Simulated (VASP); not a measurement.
# TiO2 (I4_1/amd) in VASP: a series of runs

Runs on TiO2. Level: PBEsol. Tasks: single point.

All numbers are computed with VASP 6.6.1; they aren't measurements. Logs are shortened: lines on timing, memory, paths and dates and some standing lists are left out, and cuts for length are marked.

### 1 The cell of the first run

The structure is tetragonal, space group I4_1/amd (No. 141). The conventional cell has a = 3.771 Å, b = 3.771 Å, c = 9.546 Å, α = 90.00°, β = 90.00°, γ = 90.00°. Within 2.6 Å of Ti (site symmetry -4m2) lie 6 O at 1.93 to 1.98 Å. O (site symmetry 2mm) has 3 Ti at 1.93 to 1.98 Å and 2 O at 2.46 Å within 2.6 Å.

### 2 Single point, PBEsol

Input file INCAR:

```
ALGO = Normal ; EDIFF = 1E-6
ENCUT = 520 ; GGA = PS
ISIF = 2 ; ISMEAR = 0
LASPH = True ; LCHARG = False
LREAL = False ; LWAVE = False
NBANDS = 33 ; NELM = 60
PREC = Accurate ; SIGMA = 0.02
```

Input file KPOINTS:

```
k-points
0
Gamma
  10 10 10
```

Input file POSCAR:

```
TiO2
1.0
   -1.8853345218      1.8853345218      4.7731676808
    1.8853345218     -1.8853345218      4.7731676808
    1.8853345218      1.8853345218     -4.7731676808
Ti O
2 4
Direct
    0.0000000000      0.0000000000      0.0000000000
    0.7500000000      0.2500000000      0.5000000000
    0.2076196665      0.2076196665      0.0000000000
    0.9576196665      0.4576196665      0.5000000000
    0.5423803335      0.0423803335      0.5000000000
    0.7923803335      0.7923803335      0.0000000000
```

Potentials or basis: VASP PAW PBE potentials, release 64 (Ti_sv, O).

The run is started by

```bash
$ cat potpaw_PBE.64/Ti_sv/POTCAR potpaw_PBE.64/O/POTCAR > POTCAR
$ mpirun -np 1 vasp_std > vasp.out
```

OUTCAR:

```text
EDIFF = 1E-6
   ENCUT = 520
   GGA = PS
   ISIF = 2
   ISMEAR = 0
   LASPH = True
   LREAL = False
   NELM = 60
   PREC = Accurate

 ion  position               nearest neighbor table
   1  0.000  0.000  0.000-   5 1.93   4 1.93   5 1.93   4 1.93   3 1.98   6 1.98
   2  0.750  0.250  0.500-   6 1.93   3 1.93   6 1.93   3 1.93   4 1.98   5 1.98
   3  0.208  0.208  0.000-   2 1.93   2 1.93   1 1.98
   4  0.958  0.458  0.500-   1 1.93   1 1.93   2 1.98
   5  0.542  0.042  0.500-   1 1.93   1 1.93   2 1.98
   6  0.792  0.792  0.000-   2 1.93   2 1.93   1 1.98

  LATTYP: Found a body centered tetragonal cell.
 ALAT       =     3.7706690436
 C/A-ratio  =     2.5317351513

  Lattice vectors:

 A1 = (  -1.8853345218,   1.8853345218,   4.7731676808)
 A2 = (   1.8853345218,  -1.8853345218,   4.7731676808)
 A3 = (   1.8853345218,   1.8853345218,  -4.7731676808)

Analysis of symmetry for initial positions (statically):
=====================================================================
 Subroutine PRICEL returns:
 Original cell was already a primitive cell.

 Routine SETGRP: Setting up the symmetry group for a
 body centered tetragonal supercell.

 Subroutine GETGRP returns: Found 16 space group operations
 (whereof  8 operations were pure point group operations)
 out of a pool of 16 trial point group operations.

The static configuration has the point symmetry D_2d.
 The point group associated with its full space group is D_4h.

Analysis of symmetry for dynamics (positions and initial velocities):
=====================================================================
 Subroutine PRICEL returns:
 Original cell was already a primitive cell.

 Routine SETGRP: Setting up the symmetry group for a
 body centered tetragonal supercell.

 Subroutine GETGRP returns: Found 16 space group operations
 (whereof  8 operations were pure point group operations)
 out of a pool of 16 trial point group operations.

The dynamic configuration has the point symmetry D_2d.
 The point group associated with its full space group is D_4h.

 Subroutine INISYM returns: Found 16 space group operations
 (whereof  8 operations are pure point group operations),
 and found     1 'primitive' translations

----------------------------------------------------------------------------------------

                                     Primitive cell

  volume of cell :      67.8646

  direct lattice vectors                    reciprocal lattice vectors
    -1.885334522  1.885334522  4.773167681     0.000000000  0.265204925  0.104752239
     1.885334522 -1.885334522  4.773167681     0.265204925  0.000000000  0.104752239
     1.885334522  1.885334522 -4.773167681     0.265204925  0.265204925  0.000000000

  length of vectors
     5.467367029  5.467367029  5.467367029     0.285143269  0.285143269  0.375056401

  position of ions in fractional coordinates (direct lattice)
     0.000000000  0.000000000  0.000000000
     0.750000000  0.250000000  0.500000000
     0.207619667  0.207619667  0.000000000
     0.957619667  0.457619667  0.500000000
     0.542380333  0.042380333  0.500000000
     0.792380333  0.792380333  0.000000000

  ion indices of the primitive-cell ions
   primitive index   ion index
                 1           1
                 2           2
                 3           3
                 4           4
                 5           5
                 6           6

----------------------------------------------------------------------------------------

 KPOINTS: k-points

Automatic generation of k-mesh.
 Grid dimensions read from file:
 generate k-points for:   10   10   10

 Generating k-lattice:

  Cartesian coordinates                     Fractional coordinates (reciprocal lattice)
     0.000000000  0.026520492  0.010475224     0.100000000  0.000000000  0.000000000
     0.026520492  0.000000000  0.010475224     0.000000000  0.100000000  0.000000000
     0.026520492  0.026520492  0.000000000     0.000000000  0.000000000  0.100000000

  Length of vectors
     0.028514327  0.028514327  0.037505640

  Shift w.r.t. Gamma in fractional coordinates (k-lattice)
     0.000000000  0.000000000  0.000000000

 Subroutine IBZKPT returns following result:
 ===========================================

 Found    102 irreducible k-points:

 Following reciprocal coordinates:
            Coordinates               Weight
  0.000000  0.000000  0.000000      1.000000
  0.100000  0.000000 -0.000000      8.000000
  0.200000  0.000000 -0.000000      8.000000
  0.300000  0.000000 -0.000000      8.000000
  0.400000 -0.000000  0.000000      8.000000
  0.500000  0.000000 -0.000000      4.000000
[... 16 lines left out ...]
  0.300000  0.300000 -0.000000      8.000000
  0.400000  0.300000 -0.000000     16.000000
 [... further k-points ...]
   k-points           NKPTS =    102   k-points in BZ     NKDIM =    102   number of bands    NBANDS=     33
   number of dos      NEDOS =    301   number of ions     NIONS =      6
   total plane-waves  NPLWV =  74088
   dimension x,y,z NGX =    42 NGY =   42 NGZ =   42
   dimension x,y,z NGXF=    84 NGYF=   84 NGZF=   84
   ions per type =               2   4
   NGX,Y,Z   is equivalent  to a cutoff of  12.77, 12.77, 12.77 a.u.
   NGXF,Y,Z  is equivalent  to a cutoff of  25.54, 25.54, 25.54 a.u.
 SYSTEM =  unknown system
   PREC   = accura    normal or accurate (medium, high low for compatibility)
   ISTART =      0    job   : 0-new  1-cont  2-samecut
   ICHARG =      2    charge: 1-file 2-atom 10-const
   ISPIN  =      1    spin polarized calculation?
   LNONCOLLINEAR =      F non collinear calculations
   LSORBIT =      F    spin-orbit coupling
   LASPH  =      T    aspherical Exc in radial PAW
   ENCUT  =  520.0 eV  38.22 Ry    6.18 a.u.  10.17 10.17 10.17*2*pi/ulx,y,z
   NELM   =     60;   NELMIN=  2; NELMDL= -5     # of ELM steps
   EDIFF  = 0.1E-05   stopping-criterion for ELM
   LREAL  =      F    real-space projection
[... 7 lines left out ...]
   TEBEG  =    0.0;   TEEND  =   0.0 temperature during run
   PSTRESS=    0.0 pullay stress
   NELECT =      48.0000    total number of electrons
   NUPDOWN=      -1.0000    fix difference up-down
   EMIN   =  10.00;   EMAX   =-10.00  energy-range for DOS
   EFERMI =   0.00;   METHOD = LEGACY
   ISMEAR =     0;   SIGMA  =   0.02  broadening in eV -4-tet -1-fermi 0-gaus
   EFERMI_NEDOS =   21; number of points for ismear=-14 and -15
   IALGO  =     38    algorithm
   IMIX   =      4    mixing-type and parameters
     AMIX     =   0.40;   BMIX     =  1.00
     AMIX_MAG =   1.60;   BMIX_MAG =  1.00
  volume/ion in A,a.u.               =      11.31        76.33
  Fermi-wavevector in a.u.,A,eV,Ry     =   1.458615  2.756383 28.947188  2.127558
  Thomas-Fermi vector in A             =   2.575279
   LORBIT       =      0    0 simple, 1 ext, 2 COOP (PROOUT), +10 PAW based schemes
   GGA     = PS    functional components
   LHFCALC =     F    Hartree Fock is set to
   AEXX    =    0.0000 exact exchange contribution
   IVDW    =     0    specifies the selected vdW correction
   LEPSILON=     F    determine dielectric tensor
   LRPA    =     F    only Hartree local field effects (RPA)
 non-spin polarized calculation
 Gauss-broadening in eV      SIGMA  =   0.02
  energy-cutoff  :      520.00
  volume of cell :       67.86
 maximum number of plane-waves:      1850
 NGX is ok and might be reduce to    42

 number of electron      47.9999992 magnetization

 Free energy of the ion-electron system (eV)
  ---------------------------------------------------
  ext. energy  EPLUGINS =         0.00000000
  ---------------------------------------------------
  free energy    TOTEN  =       -56.21748401 eV

  energy without entropy =      -56.21748401  energy(sigma->0) =      -56.21748401

 E-fermi :   3.3927     XC(G=0): -11.0366

 val. band max:        3.3077953232   @ k =  -0.4000   0.4000   0.0000
 cond. band min:       5.4014088783   @ k =   0.0000   0.0000   0.0000
 fundamental gap:      2.0936135551
 Fermi energy:         3.3927025969

 k-point     1 :       0.0000    0.0000    0.0000
  band No.  band energies     occupation
      1     -52.7911      2.00000
      2     -52.7285      2.00000
      3     -29.3836      2.00000
      4     -29.1346      2.00000
      5     -29.1346      2.00000
      6     -29.0612      2.00000
[... 25 lines left out ...]
     32       8.6822      0.00000
     33       8.7376      0.00000

 k-point     2 :       0.1000    0.0000   -0.0000
  band No.  band energies     occupation
      1     -52.7897      2.00000
      2     -52.7294      2.00000
      3     -29.3806      2.00000
      4     -29.1482      2.00000
      5     -29.1356      2.00000
      6     -29.0669      2.00000
[... 25 lines left out ...]
     32       8.7729      0.00000
     33       9.0270      0.00000

 k-point     3 :       0.2000    0.0000   -0.0000
  band No.  band energies     occupation
      1     -52.7859      2.00000
      2     -52.7320      2.00000
      3     -29.3731      2.00000
      4     -29.1824      2.00000
      5     -29.1379      2.00000
      6     -29.0803      2.00000
[... 25 lines left out ...]
     32       9.1183      0.00000
     33       9.4619      0.00000

 k-point     4 :       0.3000    0.0000   -0.0000
  band No.  band energies     occupation
      1     -52.7805      2.00000
      2     -52.7359      2.00000
      3     -29.3641      2.00000
      4     -29.2237      2.00000
      5     -29.1406      2.00000
      6     -29.0931      2.00000
[... 25 lines left out ...]
     32       9.3328      0.00000
     33       9.7389      0.00000

 k-point     5 :       0.4000   -0.0000    0.0000
  band No.  band energies     occupation
      1     -52.7753      2.00000
      2     -52.7399      2.00000
      3     -29.3564      2.00000
      4     -29.2581      2.00000
      5     -29.1425      2.00000
      6     -29.0991      2.00000
[... 604 lines left out ...]
 k-point    22 :      -0.2000    0.2000    0.0000
  band No.  band energies     occupation
      1     -52.7834      2.00000
      2     -52.7328      2.00000
      3     -29.3793      2.00000
      4     -29.2000      2.00000
      5     -29.1578      2.00000
      6     -29.1007      2.00000
[... 25 lines left out ...]
     32       9.8648      0.00000
     33      10.0288      0.00000

 k-point    23 :       0.3000    0.3000   -0.0000
  band No.  band energies     occupation
      1     -52.7674      2.00000
      2     -52.7458      2.00000
      3     -29.3364      2.00000
      4     -29.2772      2.00000
      5     -29.1826      2.00000
      6     -29.1342      2.00000
[... 25 lines left out ...]
     32       9.8773      0.00000
     33      10.7055      0.00000

 k-point    24 :       0.4000    0.3000   -0.0000
  band No.  band energies     occupation
      1     -52.7634      2.00000
      2     -52.7485      2.00000
      3     -29.3398      2.00000
      4     -29.2996      2.00000
      5     -29.1847      2.00000
      6     -29.1511      2.00000
[... 25 lines left out ...]
     32       9.8837      0.00000
     33      10.7817      0.00000

 [... further k-points ...]
[... 5 lines left out ...]
  --------------------------------------------------------------------------------------
  -------------------------------------------------------------------------------------
  Total        0.2773206      0.2773206      0.3322856      0.0000000      0.0000000      0.0000000
  in kB        6.5471030      6.5471030      7.8447403      0.0000000      0.0000000      0.0000000
  external PRESSURE =       6.9796488 kB  Pullay stress =       0.0000000 kB

 VOLUME and BASIS-vectors are now :
 -----------------------------------------------------------------------------
  energy-cutoff  :      520.00
  volume of cell :       67.86
      direct lattice vectors                 reciprocal lattice vectors
    -1.885334522  1.885334522  4.773167681     0.000000000  0.265204925  0.104752239
     1.885334522 -1.885334522  4.773167681     0.265204925  0.000000000  0.104752239
     1.885334522  1.885334522 -4.773167681     0.265204925  0.265204925  0.000000000

 POSITION                                       TOTAL-FORCE (eV/Angst)
 -----------------------------------------------------------------------------------
      0.00000      0.00000      0.00000         0.000000      0.000000     -0.000000
      0.00000      1.88533      2.38658         0.000000      0.000000      0.000000
      0.00000      0.00000      1.98201         0.000000     -0.000000      0.016961
      0.00000      1.88533      4.36859        -0.000000      0.000000      0.016961
     -0.00000      1.88533      0.40458        -0.000000      0.000000     -0.016961
      0.00000      0.00000      7.56433         0.000000     -0.000000     -0.016961
 -----------------------------------------------------------------------------------
    total drift:                                0.000000      0.000000     -0.000000

  FREE ENERGIE OF THE ION-ELECTRON SYSTEM (eV)
  ---------------------------------------------------
  free  energy   TOTEN  =       -56.2174840086 eV

  energy  without entropy=      -56.2174840086  energy(sigma->0) =      -56.21748401
```

Wall time 6.8 min (1 thread of Intel Xeon Platinum 8488C (Sapphire Rapids), shared host); peak memory 0.36 GiB.

What came out:

```
Free energy            : -56.2175 eV
Pressure               : 0.7 GPa
Largest force          : 0.017 eV/Å
Band gap on the k mesh : 2.09 eV, indirect (least direct gap 2.42 eV)
```

Forces in eV/Å, atoms in the order of the input:
```
Ti   0.000  0.000  0.000
Ti   0.000  0.000  0.000
O    0.000  0.000  0.017
O    0.000  0.000  0.017
O    0.000  0.000 -0.017
O    0.000  0.000 -0.017
```

Caveat: the PAW data sets were made with another functional, which shifts forces and pressure a little.

### 3 Single point, PBEsol

This run uses another cell than the first one: it holds 12 atoms, not 6.

Input file INCAR:

```
SYSTEM = TiO2
PREC = Accurate
ENCUT = 520
EDIFF = 1E-7
ISMEAR = 0
SIGMA = 0.05
LREAL = .False.
LASPH = .True.
NELM = 80
ALGO = Normal
ISIF = 2
LWAVE = .False.
LCHARG = .False.
GGA = PS
NBANDS = 60
```

Input file KPOINTS:

```
Automatic mesh
0
Gamma
  7 7 3
  0 0 0
```

Input file POSCAR:

```
TiO2
1.0
   -3.7706690430      0.0000000000      0.0000000000
    0.0000000000     -3.7706690430      0.0000000000
    0.0000000000      0.0000000000      9.5463353711
Ti O
4 8
Direct
    0.0000000000      0.0000000000      0.0000000000
    0.5000000000      0.5000000000      0.5000000000
    0.5000000000      0.0000000000      0.7500000000
    0.0000000000      0.5000000000      0.2500000000
    0.5000000000      0.5000000000      0.7076196664
    1.0000000000      1.0000000000      0.2076196664
    0.5000000000      0.0000000000      0.9576196664
    1.0000000000      0.5000000000      0.4576196664
    0.5000000000      0.0000000000      0.5423803336
    0.0000000000      0.5000000000      0.0423803336
    0.0000000000      0.0000000000      0.7923803336
    0.5000000000      0.5000000000      0.2923803336
```

Potentials or basis: VASP PAW PBE potentials, release 64 (Ti_sv, O).

The run is started by

```bash
$ cat potpaw_PBE.64/Ti_sv/POTCAR potpaw_PBE.64/O/POTCAR > POTCAR
$ mpirun -np 1 vasp_std > vasp.out
```

Run time: 7.1 min. Hardware: 1 thread of AMD EPYC 7R13, shared host; peak memory 0.26 GiB.

It converged, with:

```
Free energy            : -112.4350 eV
Pressure               : 0.7 GPa
Largest force          : 0.017 eV/Å
Band gap on the k mesh : 2.08 eV
```

Forces on the atoms (eV/Å):
```
Ti   0.000  0.000  0.000
Ti   0.000  0.000  0.000
Ti   0.000  0.000  0.000
Ti   0.000  0.000  0.000
O    0.000  0.000  0.017
O    0.000  0.000  0.017
O    0.000  0.000  0.017
O    0.000  0.000  0.017
O    0.000  0.000 -0.017
O    0.000  0.000 -0.017
O    0.000  0.000 -0.017
O    0.000  0.000 -0.017
```

Stress tensor (GPa, compression positive):
```
0.63 0.00 0.00
0.00 0.63 0.00
0.00 0.00 0.76
```

Levels at points of the mesh, in eV from the valence-band top:
| k point | band 45 | band 46 | band 47 | band 48 | band 49 | band 50 | band 51 | band 52 |
| --- | --- | --- | --- | --- | --- | --- | --- | --- |
| (0.00, 0.00, 0.00) | -0.48 | -0.48 | -0.12 | -0.12 | 2.08 | 2.44 | 2.44 | 2.83 |

Caveat: the PAW data sets were made with another functional, which shifts forces and pressure a little. A k mesh can miss the band edges.

[end of part 1 of 2]
